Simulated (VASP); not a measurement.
# Hf (Fm-3m) in VASP: a series of runs, part 2 of 3

VASP 6.6.1. Earlier steps stand in the parts before.

## Step 3: Single point, LDA (volume scaled by 1.04)

INCAR reads:

```
SYSTEM = Hf
PREC = Accurate
ENCUT = 520
EDIFF = 1E-7
ISMEAR = -1
SIGMA = 0.05
LREAL = .FALSE.
LASPH = .TRUE.
NELM = 100
ALGO = Normal
ISIF = 2
LWAVE = .FALSE.
LCHARG = .FALSE.
GGA = CA
NBANDS = 11
```

KPOINTS reads:

```
regular mesh
0
G
  10 10 10
  0 0 0
```

POSCAR reads:

```
Hf
1.0
    0.0000000000      2.2492138765      2.2492138765
    2.2492138765      0.0000000000      2.2492138765
    2.2492138765      2.2492138765      0.0000000000
Hf
1
Direct
    0.0000000000      0.0000000000      0.0000000000
```

Potentials or basis: VASP PAW LDA potentials, release 64 (Hf_pv).

On the command line:

```sh
$ cat potpaw_LDA.64/Hf_pv/POTCAR > POTCAR
$ mpirun -np 1 vasp_std > vasp.out
```

OUTCAR:

```text
SYSTEM = Hf
   PREC = Accurate
   ENCUT = 520
   EDIFF = 1E-7
   ISMEAR = -1
   LREAL = .FALSE.
   LASPH = .TRUE.
   NELM = 100
   ISIF = 2
   GGA = CA

 ion  position               nearest neighbor table
   1  0.000  0.000  0.000-

  LATTYP: Found a face centered cubic cell.
 ALAT       =     4.4984277530

  Lattice vectors:

 A1 = (   0.0000000000,   2.2492138765,   2.2492138765)
 A2 = (   2.2492138765,   0.0000000000,   2.2492138765)
 A3 = (   2.2492138765,   2.2492138765,   0.0000000000)

Analysis of symmetry for initial positions (statically):
=====================================================================
 Subroutine PRICEL returns:
 Original cell was already a primitive cell.

 Routine SETGRP: Setting up the symmetry group for a
 face centered cubic supercell.

 Subroutine GETGRP returns: Found 48 space group operations
 (whereof 48 operations were pure point group operations)
 out of a pool of 48 trial point group operations.

The static configuration has the point symmetry O_h .

Analysis of symmetry for dynamics (positions and initial velocities):
=====================================================================
 Subroutine PRICEL returns:
 Original cell was already a primitive cell.

 Routine SETGRP: Setting up the symmetry group for a
 face centered cubic supercell.

 Subroutine GETGRP returns: Found 48 space group operations
 (whereof 48 operations were pure point group operations)
 out of a pool of 48 trial point group operations.

The dynamic configuration has the point symmetry O_h .

 Subroutine INISYM returns: Found 48 space group operations
 (whereof 48 operations are pure point group operations),
 and found     1 'primitive' translations

----------------------------------------------------------------------------------------

                                     Primitive cell

  volume of cell :      22.7574

  direct lattice vectors                    reciprocal lattice vectors
     0.000000000  2.249213876  2.249213876    -0.222299891  0.222299891  0.222299891
     2.249213876  0.000000000  2.249213876     0.222299891 -0.222299891  0.222299891
     2.249213876  2.249213876  0.000000000     0.222299891  0.222299891 -0.222299891

  length of vectors
     3.180868769  3.180868769  3.180868769     0.385034706  0.385034706  0.385034706

  position of ions in fractional coordinates (direct lattice)
     0.000000000  0.000000000  0.000000000

  ion indices of the primitive-cell ions
   primitive index   ion index
                 1           1

----------------------------------------------------------------------------------------

 KPOINTS: regular mesh

Automatic generation of k-mesh.
 Grid dimensions read from file:
 generate k-points for:   10   10   10

 Generating k-lattice:

  Cartesian coordinates                     Fractional coordinates (reciprocal lattice)
    -0.022229989  0.022229989  0.022229989     0.100000000  0.000000000  0.000000000
     0.022229989 -0.022229989  0.022229989     0.000000000  0.100000000  0.000000000
     0.022229989  0.022229989 -0.022229989     0.000000000  0.000000000  0.100000000

  Length of vectors
     0.038503471  0.038503471  0.038503471

  Shift w.r.t. Gamma in fractional coordinates (k-lattice)
     0.000000000  0.000000000  0.000000000

 Subroutine IBZKPT returns following result:
 ===========================================

 Found     47 irreducible k-points:

 Following reciprocal coordinates:
            Coordinates               Weight
  0.000000  0.000000  0.000000      1.000000
  0.100000  0.000000  0.000000      8.000000
  0.200000  0.000000  0.000000      8.000000
  0.300000  0.000000  0.000000      8.000000
  0.400000  0.000000  0.000000      8.000000
  0.500000  0.000000  0.000000      4.000000
[... 16 lines left out ...]
  0.300000  0.300000  0.000000      6.000000
  0.400000  0.300000  0.000000     24.000000
 [... further k-points ...]
   k-points           NKPTS =     47   k-points in BZ     NKDIM =     47   number of bands    NBANDS=     11
   number of dos      NEDOS =    301   number of ions     NIONS =      1
   total plane-waves  NPLWV =  13824
   dimension x,y,z NGX =    24 NGY =   24 NGZ =   24
   dimension x,y,z NGXF=    48 NGYF=   48 NGZF=   48
   ions per type =               1
   NGX,Y,Z   is equivalent  to a cutoff of  12.54, 12.54, 12.54 a.u.
   NGXF,Y,Z  is equivalent  to a cutoff of  25.09, 25.09, 25.09 a.u.
 SYSTEM =  Hf
   PREC   = accura    normal or accurate (medium, high low for compatibility)
   ISTART =      0    job   : 0-new  1-cont  2-samecut
   ICHARG =      2    charge: 1-file 2-atom 10-const
   ISPIN  =      1    spin polarized calculation?
   LNONCOLLINEAR =      F non collinear calculations
   LSORBIT =      F    spin-orbit coupling
   LASPH  =      T    aspherical Exc in radial PAW
   ENCUT  =  520.0 eV  38.22 Ry    6.18 a.u.   5.91  5.91  5.91*2*pi/ulx,y,z
   NELM   =    100;   NELMIN=  2; NELMDL= -5     # of ELM steps
   EDIFF  = 0.1E-06   stopping-criterion for ELM
   LREAL  =      F    real-space projection
   EDIFFG = 0.1E-05   stopping-criterion for IOM
   NSW    =      0    number of steps for IOM
   IBRION =     -1    ionic relax: 0-MD 1-quasi-New 2-CG
   NFREE  =      0    steps in history (QN), initial steepest desc. (CG)
   ISIF   =      2    stress and relaxation
   ISYM   =      2    0-nonsym 1-usesym 2-fastsym
   POTIM  = 0.5000    time-step for ionic-motion
   TEBEG  =    0.0;   TEEND  =   0.0 temperature during run
   PSTRESS=    0.0 pullay stress
   NELECT =      10.0000    total number of electrons
   NUPDOWN=      -1.0000    fix difference up-down
   EMIN   =  10.00;   EMAX   =-10.00  energy-range for DOS
   EFERMI =   0.00;   METHOD = LEGACY
   ISMEAR =    -1;   SIGMA  =   0.05  broadening in eV -4-tet -1-fermi 0-gaus
   EFERMI_NEDOS =   21; number of points for ismear=-14 and -15
   IALGO  =     38    algorithm
   IMIX   =      4    mixing-type and parameters
     AMIX     =   0.40;   BMIX     =  1.00
     AMIX_MAG =   1.60;   BMIX_MAG =  1.00
  volume/ion in A,a.u.               =      22.76       153.57
  Fermi-wavevector in a.u.,A,eV,Ry     =   1.244612  2.351976 21.076237  1.549060
  Thomas-Fermi vector in A             =   2.378871
   LORBIT       =      0    0 simple, 1 ext, 2 COOP (PROOUT), +10 PAW based schemes
   GGA     = CA    functional components
   LHFCALC =     F    Hartree Fock is set to
   AEXX    =    0.0000 exact exchange contribution
   IVDW    =     0    specifies the selected vdW correction
   LEPSILON=     F    determine dielectric tensor
   LRPA    =     F    only Hartree local field effects (RPA)
 non-spin polarized calculation
  energy-cutoff  :      520.00
  volume of cell :       22.76
 maximum number of plane-waves:       622
   NGX = 11   NGY = 11   NGZ = 11

 number of electron      10.0000000 magnetization

 number of electron       9.9999999 magnetization

 Free energy of the ion-electron system (eV)
  ---------------------------------------------------
  ext. energy  EPLUGINS =         0.00000000
  ---------------------------------------------------
  free energy    TOTEN  =       -10.57785929 eV

  energy without entropy =      -10.56627284  energy(sigma->0) =      -10.57206606

 E-fermi :   4.5110     XC(G=0): -11.3937

 val. band max:        4.4962389723   @ k =   0.3000   0.0000   0.0000
 cond. band min:       4.5298548805   @ k =  -0.2000   0.1000   0.0000
 fundamental gap:      0.0336159082
 Fermi energy:         4.5110383431

 k-point     1 :       0.0000    0.0000    0.0000
  band No.  band energies     occupation
      1     -25.4212      2.00000
      2     -25.4212      2.00000
      3     -25.4212      2.00000
      4      -2.5939      2.00000
      5       5.8188      0.00000
      6       5.8188      0.00000
      7       5.8188      0.00000
      8       8.5030      0.00000
      9       8.5030      0.00000
     10      15.8685      0.00000
     11      16.5514      0.00000

 k-point     2 :       0.1000    0.0000    0.0000
  band No.  band energies     occupation
      1     -25.5005      2.00000
      2     -25.4313      2.00000
      3     -25.4313      2.00000
      4      -2.2532      2.00000
      5       5.4994      0.00000
      6       5.9743      0.00000
      7       5.9743      0.00000
      8       8.3468      0.00000
      9       8.3468      0.00000
     10      16.5505      0.00000
     11      16.5889      0.00000
[... 295 lines left out ...]
 k-point    24 :       0.4000    0.3000    0.0000
  band No.  band energies     occupation
      1     -26.0205      2.00000
      2     -25.6641      2.00000
      3     -25.6389      2.00000
      4       1.2734      2.00000
      5       3.0296      2.00000
      6       5.3183      0.00000
      7       8.4478      0.00000
      8       9.4367      0.00000
      9      10.4378      0.00000
     10      15.9493      0.00000
     11      16.5694      0.00000

 [... further k-points ...]
[... 5 lines left out ...]
  --------------------------------------------------------------------------------------
  -------------------------------------------------------------------------------------
  Total       -1.3272746     -1.3272746     -1.3272746     -0.0000000      0.0000000      0.0000000
  in kB      -93.4435052    -93.4435052    -93.4435052     -0.0000000      0.0000000      0.0000000
  external PRESSURE =     -93.4435052 kB  Pullay stress =       0.0000000 kB

 VOLUME and BASIS-vectors are now :
 -----------------------------------------------------------------------------
  energy-cutoff  :      520.00
  volume of cell :       22.76
      direct lattice vectors                 reciprocal lattice vectors
     0.000000000  2.249213876  2.249213876    -0.222299891  0.222299891  0.222299891
     2.249213876  0.000000000  2.249213876     0.222299891 -0.222299891  0.222299891
     2.249213876  2.249213876  0.000000000     0.222299891  0.222299891 -0.222299891

 POSITION                                       TOTAL-FORCE (eV/Angst)
 -----------------------------------------------------------------------------------
      0.00000      0.00000      0.00000        -0.000000      0.000000     -0.000000
 -----------------------------------------------------------------------------------
    total drift:                                0.000000      0.000000      0.000000

  FREE ENERGIE OF THE ION-ELECTRON SYSTEM (eV)
  ---------------------------------------------------
  free  energy   TOTEN  =       -10.5778592915 eV

  energy  without entropy=      -10.5662728355  energy(sigma->0) =      -10.57206606
```

OSZICAR:

```text
N       E                     dE             d eps       ncg     rms          rms(c)
DAV:   1     0.119528757657E+02    0.11953E+02   -0.56773E+03  1034   0.830E+02
DAV:   2    -0.105320535227E+02   -0.22485E+02   -0.21831E+02  1344   0.155E+02
DAV:   3    -0.109572087438E+02   -0.42516E+00   -0.41879E+00  1332   0.145E+01
DAV:   4    -0.109587682843E+02   -0.15595E-02   -0.15594E-02  1154   0.103E+00
DAV:   5    -0.109587765288E+02   -0.82445E-05   -0.82443E-05  1330   0.704E-02    0.452E+01
DAV:   6    -0.106742588655E+02    0.28452E+00   -0.23552E-01  1166   0.342E+00    0.262E+01
DAV:   7    -0.105814238960E+02    0.92835E-01   -0.32124E-01  1169   0.384E+00    0.137E+00
DAV:   8    -0.105778290289E+02    0.35949E-02   -0.22558E-02  1166   0.100E+00    0.409E-01
DAV:   9    -0.105778608747E+02   -0.31846E-04   -0.34300E-04  1225   0.137E-01    0.664E-02
DAV:  10    -0.105778598844E+02    0.99026E-06   -0.13671E-05  1190   0.267E-02    0.489E-02
DAV:  11    -0.105778592894E+02    0.59504E-06   -0.15513E-06  1243   0.951E-03    0.432E-03
DAV:  12    -0.105778592915E+02   -0.20980E-08   -0.28373E-08   703   0.153E-03
   1 F= -.10577859E+02 E0= -.10572066E+02  d E =-.115865E-01
```

stdout:

```text
POSCAR found type information on POSCAR Hf
 POSCAR found :  1 types and       1 ions
 scaLAPACK will be used
 LDA part: xc-table for (Slater(with rela. corr.)+CA(PZ))
 , standard interpolation
 POSCAR, INCAR and KPOINTS ok, starting setup
 FFT: planning ... GRIDC
 FFT: planning ... GRID_SOFT
 FFT: planning ... GRID
 WAVECAR not read
 entering main loop
```

Run time: 5.5 s. Hardware: 1 thread of Intel Xeon Platinum 8259CL at 2.50GHz (Skylake/Cascade Lake), shared host; peak memory 0.13 GiB.

Results:

* Free energy: -10.5779 eV
* Pressure: -9.3 GPa
* Band gap on the k mesh: zero (band 5 reaches 5.82 eV, above the bottom of band 6 at 4.11 eV)

Caveat: spin-orbit coupling is left out, which moves the levels of the heavy elements.

## Step 4: Single point, PBEsol (volume scaled by 1.04)

INCAR reads:

```
SYSTEM = Hf
PREC     = Accurate       ! precision mode
ENCUT    = 520            ! plane-wave cutoff, eV
EDIFF    = 1E-7           ! SCF threshold, eV
ISMEAR   = -1             ! smearing method
SIGMA    = 0.05           ! smearing width, eV
LREAL    = .False.        ! projectors in reciprocal space
LASPH    = .True.         ! aspherical terms in the spheres
NELM     = 100            ! most SCF steps
ALGO     = Normal         ! electronic algorithm
ISIF     = 2              ! what is computed and relaxed
LWAVE    = .False.        ! write WAVECAR
LCHARG   = .False.        ! write CHGCAR
GGA      = PS             ! functional
NBANDS   = 11             ! bands
```

KPOINTS reads:

```
regular mesh
0
Gamma
  10 10 10
  0 0 0
```

POSCAR is that of step 3.

Potentials or basis: VASP PAW PBE potentials, release 64 (Hf_pv).

On the command line:

```sh
$ cat potpaw_PBE.64/Hf_pv/POTCAR > POTCAR
$ mpirun -np 1 vasp_std > vasp.out
```

Run time: 6.5 s. Hardware: 1 thread of Intel Xeon Platinum 8259CL at 2.50GHz (Skylake/Cascade Lake), shared host; peak memory 0.14 GiB.

Results (log left out):

| Quantity | Value |
| --- | --- |
| Free energy | -10.4172 eV |
| Pressure | -5.9 GPa |
| Band gap on the k mesh | zero (band 5 reaches 5.85 eV, above the bottom of band 6 at 4.07 eV) |

Levels at points of the mesh, in eV from the Fermi level:
```
           k point  band 2  band 3  band 4  band 5  band 6  band 7  band 8  band 9
(0.00, 0.00, 0.00)  -30.03  -30.03   -7.17    1.38    1.38    1.38    4.10    4.10
(0.50, 0.00, 0.00)  -30.13  -30.13   -3.60    0.54    1.16    1.16    6.18    6.18
(0.50, 0.50, 0.00)  -30.31  -30.31   -3.20   -2.07    2.45    6.18    6.80    6.80
```

Caveat: the PAW data sets were made with another functional, which shifts forces and pressure a little; spin-orbit coupling is left out, which moves the levels of the heavy elements.

## Step 5: Single point, PBE (volume scaled by 0.98)

INCAR reads:

```
PREC = Accurate ; ENCUT = 520
EDIFF = 1E-6 ; ISMEAR = -1
SIGMA = 0.05 ; LREAL = False
LASPH = True ; NELM = 80
ALGO = Normal ; ISIF = 2
LWAVE = False ; LCHARG = False
GGA = PE ; NBANDS = 11
```

KPOINTS reads:

```
regular mesh
0
Gamma
  10 10 10
```

POSCAR reads:

```
Hf
1.0
    0.0000000000      2.2051002222      2.2051002222
    2.2051002222      0.0000000000      2.2051002222
    2.2051002222      2.2051002222      0.0000000000
Hf
1
Direct
    0.0000000000      0.0000000000      0.0000000000
```

On the command line:

```sh
$ cat potpaw_PBE.64/Hf_pv/POTCAR > POTCAR
$ mpirun -np 1 vasp_std > vasp.out
```

Wall time 7.3 s (1 thread of Intel Xeon Platinum 8259CL at 2.50GHz (Skylake/Cascade Lake), shared host); peak memory 0.14 GiB.

It converged, with:

- Free energy: -9.8451 eV
- Pressure: 5.0 GPa
- Band gap on the k mesh: zero (band 5 reaches 6.47 eV, above the bottom of band 6 at 4.64 eV)

Levels at points of the mesh, in eV from the Fermi level:
```
           k point  band 2  band 3  band 4  band 5  band 6  band 7  band 8  band 9
(0.00, 0.00, 0.00)  -29.86  -29.86   -7.36    1.42    1.42    1.42    4.36    4.36
(0.50, 0.00, 0.00)  -29.98  -29.98   -3.76    0.71    1.18    1.18    6.60    6.60
(0.50, 0.50, 0.00)  -30.20  -30.20   -3.44   -2.29    2.75    6.62    7.27    7.27
```

Caveat: spin-orbit coupling is left out, which moves the levels of the heavy elements.

(Continued in part 3 of 3.)
